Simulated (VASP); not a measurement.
# MgZn7O8 (P1) in VASP: a series of runs, part 2 of 2

VASP 6.6.1. The steps go on from the part before.

## Step 3: Single point, r2SCAN

POSCAR reads:

```
MgZn7O8
1.0
    8.5180680000      0.0000000000      0.0000000000
    0.0000000000      8.5180680000      0.0000000000
    0.0000000000      0.0000000000      8.5180680000
O Zn Mg
32 28 4
Direct
    0.2494160000      0.9998390000      0.9983550000
    0.2498360000      0.0002270000      0.5022730000
    0.2499050000      0.4999170000      0.0000630000
    0.2479870000      0.4995840000      0.5003350000
    0.7499930000      0.0000850000      0.0001460000
    0.7500180000      0.0015570000      0.5005860000
    0.7499560000      0.4995440000      0.9999730000
    0.7519820000      0.4977960000      0.5005780000
    0.9996350000      0.2502690000      0.0005120000
    0.9978520000      0.2518680000      0.5001670000
    0.9996620000      0.7496100000      0.0005510000
    0.9995450000      0.7482050000      0.4999540000
    0.4998730000      0.2498780000      0.0005080000
    0.5015630000      0.2501910000      0.5002030000
    0.5000710000      0.7498870000      0.0022280000
    0.5001000000      0.7494270000      0.4983580000
    0.0001470000      0.9999080000      0.2503140000
    0.0016720000      0.9998400000      0.7504600000
    0.9999580000      0.5002510000      0.2519020000
    0.0000910000      0.4999560000      0.7486230000
    0.4994460000      0.9979190000      0.2501130000
    0.4978240000      0.9993310000      0.7502210000
    0.5001320000      0.5018080000      0.2503320000
    0.4995810000      0.5001620000      0.7503270000
    0.2501330000      0.2498680000      0.2500130000
    0.2498120000      0.2479930000      0.7503440000
    0.2517600000      0.7501050000      0.2504530000
    0.2499890000      0.7517620000      0.7502860000
    0.7495170000      0.2495570000      0.2519780000
    0.7493410000      0.2493100000      0.7486720000
    0.7479960000      0.7500850000      0.2500840000
    0.7498190000      0.7499320000      0.7503930000
    0.9996540000      0.9999490000      0.0003350000
    0.9998140000      0.9998430000      0.5003820000
    0.9998970000      0.4998180000      0.0002630000
    0.4998800000      0.9998430000      0.0003150000
    0.4997610000      0.9997430000      0.5002490000
    0.4999640000      0.4997900000      0.0002950000
    0.4998780000      0.4998410000      0.5002990000
    0.2497450000      0.2498990000      0.0002570000
    0.2498330000      0.2498760000      0.5001960000
    0.2497720000      0.7498870000      0.0002620000
    0.2499460000      0.7499050000      0.5003450000
    0.7497720000      0.2498090000      0.0004430000
    0.7498650000      0.7497340000      0.0003060000
    0.7498270000      0.7497060000      0.5003980000
    0.2497240000      0.9998910000      0.2502220000
    0.2499240000      0.4998660000      0.2501080000
    0.2499060000      0.4997760000      0.7503090000
    0.7499150000      0.9996680000      0.2502000000
    0.7497220000      0.9996700000      0.7503980000
    0.7500060000      0.4998770000      0.2502230000
    0.7497530000      0.4997140000      0.7502950000
    0.9998190000      0.2499410000      0.2502920000
    0.9996470000      0.2499760000      0.7503840000
    0.9998510000      0.7500340000      0.2501590000
    0.9997810000      0.7498750000      0.7503660000
    0.4997870000      0.2498580000      0.2502310000
    0.4997690000      0.2498070000      0.7504280000
    0.4998720000      0.7497010000      0.7504250000
    0.0002280000      0.5002410000      0.5002790000
    0.7494310000      0.2494230000      0.5003010000
    0.2498110000      0.9998670000      0.7503860000
    0.4998620000      0.7498480000      0.2502290000
```

INCAR.step1 reads:

```
ALGO = Normal ; EDIFF = 1E-4
ENCUT = 520 ; GGA = PE
ISMEAR = -1 ; LASPH = T
LCHARG = F ; LREAL = Auto
LWAVE = T ; NBANDS = 306
NELM = 60 ; PREC = Accurate
SIGMA = 0.05
```

INCAR.step2 reads:

```
ALGO = Normal ; EDIFF = 1E-6
ENCUT = 520 ; ISIF = 2
ISMEAR = -1 ; ISTART = 1
LASPH = T ; LCHARG = T
LELF = T ; LMIXTAU = T
LREAL = Auto ; LVHAR = T
LWAVE = F ; METAGGA = R2SCAN
NBANDS = 306 ; NELM = 60
PREC = Accurate ; SIGMA = 0.05
```

KPOINTS reads:

```
k-points
0
Gamma
  1 1 1
```

Potentials or basis: VASP PAW PBE potentials, release 64 (O, Zn, Mg).

The run is started by

```console
> cat potpaw_PBE.64/O/POTCAR potpaw_PBE.64/Zn/POTCAR potpaw_PBE.64/Mg/POTCAR > POTCAR
> cp INCAR.step1 INCAR
> mpirun -np 1 vasp_gam > vasp.out
> cp INCAR.step2 INCAR
> mpirun -np 1 vasp_gam > vasp.out
```

OUTCAR:

```text
EDIFF = 1E-6
   ENCUT = 520
   ISIF = 2
   ISMEAR = -1
   ISTART = 1
   LASPH = T
   LREAL = Auto
   METAGGA = R2SCAN
   NELM = 60
   PREC = Accurate

 ion  position               nearest neighbor table
   1  0.249  1.000  0.998-  63 2.11  33 2.13  42 2.13  40 2.13  36 2.13  47 2.15
   2  0.250  0.000  0.502-  63 2.11  41 2.13  37 2.13  34 2.13  43 2.13  47 2.15
   3  0.250  0.500  0.000-  49 2.13  42 2.13  35 2.13  40 2.13  48 2.13  38 2.13
   4  0.248  0.500  0.500-  61 2.11  41 2.13  49 2.13  48 2.13  43 2.13  39 2.15
   5  0.750  0.000  0.000-  33 2.13  44 2.13  51 2.13  50 2.13  36 2.13  45 2.13
   6  0.750  0.002  0.501-  62 2.11  34 2.13  51 2.13  37 2.13  50 2.13  46 2.15
[... 76 lines left out ...]
  58  0.500  0.250  0.250-  25 2.13  13 2.13  29 2.13  14 2.13  21 2.15  23 2.15  62 3.01  44 3.01
                            38 3.01  48 3.01  41 3.01  36 3.01  40 3.01  47 3.01  39 3.01  37 3.01
  59  0.500  0.250  0.750-  30 2.13  26 2.13  13 2.13  14 2.13  24 2.13  22 2.13  62 3.01  49 3.01
                            38 3.01  36 3.01  40 3.01  53 3.01  63 3.01  44 3.01  51 3.01  39 3.01
  60  0.500  0.750  0.750-  24 2.13  22 2.13  28 2.13  32 2.13  15 2.14  16 2.15  38 3.01  51 3.01
                            53 3.01  45 3.01  49 3.01  42 3.01  46 3.01  39 3.01  43 3.01  36 3.01
  61  0.000  0.500  0.500-   4 2.11  12 2.11   8 2.11  20 2.12  19 2.12  10 2.12  43 3.01  49 3.01
                            57 3.01  46 3.01  48 3.01  56 3.01  41 3.01  52 3.01  54 3.01  55 3.01
  62  0.749  0.249  0.500-   6 2.11  14 2.11  29 2.12  30 2.12   8 2.12  10 2.12  37 3.01  58 3.01
                            59 3.01  51 3.01  50 3.01  34 3.01  39 3.01  53 3.01  55 3.01  54 3.01
  63  0.250  1.000  0.750-   1 2.11  22 2.11  28 2.11   2 2.11  26 2.11  18 2.11  42 3.01  59 3.01
                            40 3.01  36 3.01  34 3.01  43 3.01  57 3.01  37 3.01  33 3.01  41 3.01
  64  0.500  0.750  0.250-  15 2.11  23 2.11  21 2.11  27 2.11  16 2.11  31 2.11  50 3.01  36 3.01
                            37 3.01  48 3.01  45 3.01  38 3.01  43 3.01  42 3.01  39 3.01  52 3.01

  LATTYP: Found a simple cubic cell.
 ALAT       =     8.5180680000

  Lattice vectors:

 A1 = (   8.5180680000,   0.0000000000,   0.0000000000)
 A2 = (   0.0000000000,   8.5180680000,   0.0000000000)
 A3 = (   0.0000000000,   0.0000000000,   8.5180680000)

Analysis of symmetry for initial positions (statically):
=====================================================================
 Subroutine PRICEL returns:
 Original cell was already a primitive cell.

 Routine SETGRP: Setting up the symmetry group for a
[... 256 lines left out ...]
   NGX = 31   NGY = 31   NGZ = 31

 number of electron     536.0000939 magnetization

 Free energy of the ion-electron system (eV)
  ---------------------------------------------------
  ext. energy  EPLUGINS =         0.00000000
  ---------------------------------------------------
  free energy    TOTEN  =      -566.71327964 eV

  energy without entropy =     -566.71327953  energy(sigma->0) =     -566.71327958

 E-fermi :   3.6237     XC(G=0): -12.9433

 val. band max:        2.6488530852   @ k =   0.0000   0.0000   0.0000
 cond. band min:       4.4950340262   @ k =   0.0000   0.0000   0.0000
 fundamental gap:      1.8461809410
 Fermi energy:         3.6237294244

 k-point     1 :       0.0000    0.0000    0.0000
  band No.  band energies     occupation
      1     -16.9193      2.00000
      2     -16.2081      2.00000
      3     -16.2068      2.00000
      4     -16.1910      2.00000
      5     -16.1741      2.00000
      6     -16.1404      2.00000
[... 272 lines left out ...]
    279       8.9900      0.00000
    280       8.9936      0.00000
 [bands above 280 left out]

------------------------ aborting loop because EDIFF is reached ----------------------------------------

  FORCE on cell =-STRESS in cart. coord.  units (eV):
  Direction    XX          YY          ZZ          XY          YZ          ZX
  --------------------------------------------------------------------------------------
  -------------------------------------------------------------------------------------
  Total        5.8981875      5.8935930      5.8030694      0.1104530      0.0281645      0.0116600
  in kB       15.2899423     15.2780319     15.0433667      0.2863286      0.0730112      0.0302264
  external PRESSURE =      15.2037803 kB  Pullay stress =       0.0000000 kB

 VOLUME and BASIS-vectors are now :
 -----------------------------------------------------------------------------
  energy-cutoff  :      520.00
  volume of cell :      618.05
      direct lattice vectors                 reciprocal lattice vectors
     8.518068000  0.000000000  0.000000000     0.117397513  0.000000000  0.000000000
     0.000000000  8.518068000  0.000000000     0.000000000  0.117397513  0.000000000
     0.000000000  0.000000000  8.518068000     0.000000000  0.000000000  0.117397513

 POSITION                                       TOTAL-FORCE (eV/Angst)
 -----------------------------------------------------------------------------------
      2.12454      8.51670      8.50406         0.006673      0.008596     -0.114872
      2.12812      0.00193      4.27840        -0.036052      0.011093      0.121681
      2.12871      4.25833      0.00054        -0.032630     -0.010439     -0.010678
      2.11237      4.25549      4.26189        -0.126269     -0.013635      0.025750
      6.38849      0.00072      0.00124         0.003049      0.019162     -0.014397
      6.38870      0.01326      4.26403         0.007552      0.122302      0.010798
[... 56 lines left out ...]
      2.12791      8.51694      6.39184        -0.006225     -0.001704      0.009860
      4.25786      6.38726      2.13147        -0.002412     -0.002104     -0.001328
 -----------------------------------------------------------------------------------
    total drift:                                0.169853      0.156005     -0.281104

  FREE ENERGIE OF THE ION-ELECTRON SYSTEM (eV)
  ---------------------------------------------------
  free  energy   TOTEN  =      -566.7132796366 eV

  energy  without entropy=     -566.7132795308  energy(sigma->0) =     -566.71327958
```

OUTCAR.step1:

```text
EDIFF = 1E-4
   ENCUT = 520
   GGA = PE
   ISMEAR = -1
   LASPH = T
[... 701 lines left out ...]
      6.38849      0.00072      0.00124         0.003441      0.018907     -0.017138
      6.38870      0.01326      4.26403         0.008789      0.168699      0.005000
[... 56 lines left out ...]
      2.12791      8.51694      6.39184        -0.003723      0.000766      0.005881
      4.25786      6.38726      2.13147         0.000103      0.000244     -0.005754
 -----------------------------------------------------------------------------------
    total drift:                                0.016359      0.010634     -0.016354

  FREE ENERGIE OF THE ION-ELECTRON SYSTEM (eV)
  ---------------------------------------------------
  free  energy   TOTEN  =      -287.8602509688 eV

  energy  without entropy=     -287.8602100005  energy(sigma->0) =     -287.86023048
```

Run time: 12 min. Hardware: 1 thread of Intel Xeon Platinum 8375C at 2.90GHz (Ice Lake), shared host; peak memory 0.69 GiB.

What came out:

```
Free energy            : -566.7133 eV
Pressure               : 1.5 GPa
Largest force          : 0.194 eV/Å
Band gap on the k mesh : 1.85 eV
```

Forces in eV/Å, atoms in the order of the input:
```
O    0.007  0.009 -0.115
O   -0.036  0.011  0.122
O   -0.033 -0.010 -0.011
O   -0.126 -0.014  0.026
O    0.003  0.019 -0.014
O    0.008  0.122  0.011
O    0.020 -0.026  0.005
O    0.133 -0.139  0.002
O   -0.026  0.015  0.006
O   -0.143  0.131  0.001
O   -0.005 -0.023  0.022
O   -0.011 -0.129 -0.005
O    0.021  0.002  0.019
O    0.125  0.005 -0.021
O   -0.005 -0.015  0.127
O    0.020 -0.011 -0.116
O    0.016 -0.032  0.020
O    0.119 -0.010 -0.019
O    0.002  0.009  0.122
O    0.020  0.007 -0.114
O   -0.012 -0.121  0.012
O   -0.122 -0.008  0.019
O   -0.024  0.117  0.008
O   -0.022  0.012 -0.008
O    0.016 -0.030  0.028
O    0.015 -0.125 -0.004
O    0.119  0.009 -0.010
O    0.009  0.114  0.002
O   -0.021 -0.006  0.123
O    0.007 -0.007 -0.114
O   -0.126  0.001  0.029
O   -0.031  0.023 -0.008
Zn   0.027 -0.002 -0.021
Zn   0.007  0.023  0.003
Zn   0.000  0.011 -0.004
Zn  -0.017 -0.008 -0.009
Zn   0.006  0.006 -0.003
Zn  -0.006  0.019  0.007
Zn   0.017  0.002 -0.018
Zn   0.008 -0.014 -0.016
Zn  -0.015  0.002  0.011
Zn   0.019  0.013 -0.002
Zn  -0.002  0.002 -0.009
Zn   0.004  0.004 -0.015
Zn  -0.008  0.008  0.001
Zn   0.003 -0.006 -0.024
Zn   0.023 -0.007 -0.012
Zn   0.004  0.017  0.006
Zn  -0.011  0.008 -0.008
Zn  -0.016  0.016  0.005
Zn   0.007  0.020 -0.010
Zn  -0.005 -0.003  0.020
Zn   0.023 -0.006 -0.024
Zn  -0.008  0.013  0.016
Zn   0.009 -0.007 -0.032
Zn   0.006 -0.017  0.003
Zn   0.019  0.004 -0.007
Zn   0.015  0.001 -0.001
Zn  -0.001 -0.010 -0.014
Zn  -0.011  0.023 -0.002
Mg  -0.015 -0.015  0.003
Mg   0.011  0.011  0.004
Mg  -0.006 -0.002  0.010
Mg  -0.002 -0.002 -0.001
```

Caveat: the k points lie up to 0.74 Å⁻¹ apart; the PAW data sets were made with another functional, which shifts forces and pressure a little. r2SCAN opens gaps a little over a GGA but as a rule still falls short of measured ones.
